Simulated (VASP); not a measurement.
HRh12CN, 15 atoms in the cell. The cell holds a slab with vacuum, 15 atoms: a = 5.365 Å, b = 5.365 Å, c = 24.523 Å, α = 90.00°, β = 90.00°, γ = 120.00°. 

* Program: VASP 6.6.1
* Task: single point
* Functional: PBE
* Dispersion: D3(BJ)
* Potentials or basis: VASP PAW PBE potentials, release 64 (Rh_pv, C, N, H)
* Cutoff: 520 eV
* k mesh: 4 × 4 × 1
* Occupations: gaussian, width 0.1 eV
* Spin: no spin polarisation
* Dipole correction: yes
* Further INCAR settings: LREAL = Auto; ALGO = Normal; EDIFF = 1e-06; NBANDS = 108

Potentials or basis: VASP PAW PBE potentials, release 64 (Rh_pv, C, N, H).

The run is started by

```sh
$ cat potpaw_PBE.64/Rh_pv/POTCAR potpaw_PBE.64/C/POTCAR potpaw_PBE.64/N/POTCAR potpaw_PBE.64/H/POTCAR > POTCAR
$ mpirun -np 1 vasp_std > vasp.out
```

Hardware: 1 thread of Intel(R) Xeon(R) Platinum 8259CL CPU @ 2.50GHz (Skylake/Cascade Lake) (shared host).

Estimate the wall time of this run.

Wall time 37 min on 1 thread of Intel(R) Xeon(R) Platinum 8259CL CPU @ 2.50GHz (Skylake/Cascade Lake), with other jobs on the host, peak memory 0.9 GiB. Counts: scf iterations 39, k points 10.
